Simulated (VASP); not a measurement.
Input of a VASP 6.6.1 run:

File INCAR:

```
PREC = Accurate
ENCUT = 520
EDIFF = 1E-6
ISMEAR = 0
SIGMA = 0.05
LREAL = F
LASPH = T
NELM = 60
ALGO = Normal
ISIF = 2
LWAVE = F
LCHARG = T
GGA = PE
LELF = T
LVHAR = T
NBANDS = 11
```

File KPOINTS:

```
Automatic mesh
0
Gamma
  12 12 12
```

The input POSCAR:

```
SiC
1.0
    0.0000000000      2.2007517308      2.2007517308
    2.2007517308      0.0000000000      2.2007517308
    2.1096406091      2.1096406091      0.0911111217
Si C
1 1
Direct
    0.0000000000      0.0000000000      0.0000000000
    0.7500000000      0.7500000000      0.7500000000
```

Potentials or basis: VASP PAW PBE potentials, release 64 (Si, C).

Launch:

```bash
$ cat potpaw_PBE.64/Si/POTCAR potpaw_PBE.64/C/POTCAR > POTCAR
$ mpirun -np 1 vasp_std > vasp.out
```

(1) Estimate the largest force.

(2) What does it give for the pressure?

(3) What does it give for the band gap on the k mesh?

Results:

(1) 0.997 eV/Å.

(2) 12.9 GPa.

(3) 1.04 eV, indirect (least direct gap 4.12 eV).
